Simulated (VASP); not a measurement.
KIr3: single point with PBE

Crystal: KIr3.

```xyz
4
Lattice="-2.6883 2.6883 2.6883 2.6883 -2.6883 2.6883 2.6883 2.6883 -2.6883" Properties=species:S:1:pos:R:3 pbc="T T T"
K     0.0000    0.0000    0.0000
Ir    2.6883    0.0000    0.0000
Ir    0.0000    2.6883    0.0000
Ir    0.0000    0.0000    2.6883
```

The cell was built from a structure type or drawn by symmetry, and may not be a known phase.

| Quantity | Value |
| --- | --- |
| Program | VASP 6.6.1 |
| Task | single point |
| Functional | PBE |
| Potentials or basis | VASP PAW PBE potentials, release 64 (K_sv, Ir) |
| Cutoff | 520 eV |
| k mesh | 12 × 12 × 12 |
| Occupations | gaussian, width 0.1 eV |
| Spin | no spin polarisation |

The pressure is 0.4 GPa and the band gap on the k mesh is zero (bands 18 and 19 overlap by 1.52 eV).

Levels at points of the mesh, in eV from the Fermi level:
```tsv
k point	band 16	band 17	band 18	band 19	band 20	band 21
(0.00, 0.00, 0.00)	-0.46	0.49	0.49	0.49	2.74	4.39
(0.50, 0.00, 0.00)	-1.16	-0.99	0.00	0.11	0.26	0.28
(0.50, 0.50, 0.50)	-0.87	0.47	0.47	0.47	1.21	1.21
```

Wall time 2 min on 1 thread of Intel(R) Xeon(R) Platinum 8375C CPU @ 2.90GHz (Ice Lake) (shared host), peak memory 0.28 GiB.

Caveat: spin-orbit coupling is left out, which moves the levels of the heavy elements.
